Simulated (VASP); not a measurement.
Write the native input for VASP 6.6.1 that does the following.

```
Task                   : relaxation of cell and atoms
Functional             : vdW-DF-cx
Potentials or basis    : VASP PAW PBE potentials, release 64 (N, B)
Cutoff                 : 840 eV
k mesh                 : 13 × 13 × 9
Occupations            : gaussian, width 0.03 eV
Spin                   : no spin polarisation
Tolerance level        : standard
Purpose                : cell
Passes                 : 3
Further INCAR settings : ALGO = Normal; EDIFF = 1e-06
```

The system is BN.

```
N B
1.0
     2.53287    0.00000    0.00000
    -1.25906    2.19778    0.00000
    -0.63691   -1.09889    3.05247
N B
1 1
Direct
  0.66851 0.33238 0.98500
  0.97964 0.98350 0.00181
```

These files were run (other wordings do the same):

POSCAR

```
BN
1.0
    2.5328746273      0.0000000000      0.0000000000
   -1.2590552385      2.1977792847      0.0000000000
   -0.6369096944     -1.0988896423      3.0524680850
N B
1 1
Direct
    0.6685060000      0.3323850000      0.9849990000
    0.9796430000      0.9834990000      0.0018060000
```

INCAR.step1

```
SYSTEM = BN
GGA = CX
LUSE_VDW = .TRUE.
AGGAC = 0.0
ISMEAR = 0
SIGMA = 0.03
LWAVE = .FALSE.
LCHARG = .FALSE.
NSW = 80
PREC = Accurate
LASPH = .TRUE.
LREAL = .FALSE.
ALGO = Normal
EDIFF = 1E-6
NELM = 120
GGA_COMPAT = .FALSE.
IBRION = 2
ISIF = 3
EDIFFG = -0.002
NELMIN = 4
ENCUT = 840
EFERMI = MIDGAP
KPAR = 8
POTIM = 0.5
```

INCAR.step4

```
SYSTEM = BN
GGA = CX
LUSE_VDW = .TRUE.
AGGAC = 0.0
ISMEAR = 0
SIGMA = 0.03
LWAVE = .FALSE.
LCHARG = .FALSE.
PREC = Accurate
LASPH = .TRUE.
LREAL = .FALSE.
ALGO = Normal
EDIFF = 1E-6
NELM = 120
GGA_COMPAT = .FALSE.
ISIF = 2
ENCUT = 840
EFERMI = MIDGAP
KPAR = 8
```

KPOINTS

```
Automatic mesh
0
Gamma
  13 13 9
  0 0 0
```

Potentials or basis: VASP PAW PBE potentials, release 64 (N, B).

Run with:

```sh
$ cat potpaw_PBE.64/N/POTCAR potpaw_PBE.64/B/POTCAR > POTCAR
$ cp INCAR.step1 INCAR
$ cp POSCAR.step1 POSCAR
$ mpirun -np 8 vasp_std > vasp.out
$ cp CONTCAR POSCAR
$ mpirun -np 8 vasp_std > vasp.out
$ cp CONTCAR POSCAR
$ mpirun -np 8 vasp_std > vasp.out
$ cp CONTCAR POSCAR
$ cp INCAR.step4 INCAR
$ mpirun -np 8 vasp_std > vasp.out
```

It gave:

The relaxed volume is 8.86 Å³/atom. The relaxed cell is a = 2.512 Å, b = 2.512 Å, c = 3.473 Å, α = 100.38°, β = 100.52°, γ = 119.90°, the space group after relaxing (to 0.1 Å) is Fmm2 (No. 42) and the energy gained by relaxing is 62.1 meV/atom. The ionic steps are 29. The pressure after relaxing is 0.0 GPa and the band gap on the k mesh is 3.38 eV (least direct gap 4.55 eV).

Caveat: the PAW data sets were made with another functional, which shifts forces and pressure a little.

Wall time 27 min on 8 MPI ranks on AMD EPYC 7R43 64-Core Processor (Zen 3) (shared host), peak memory 0.48 GiB a rank.
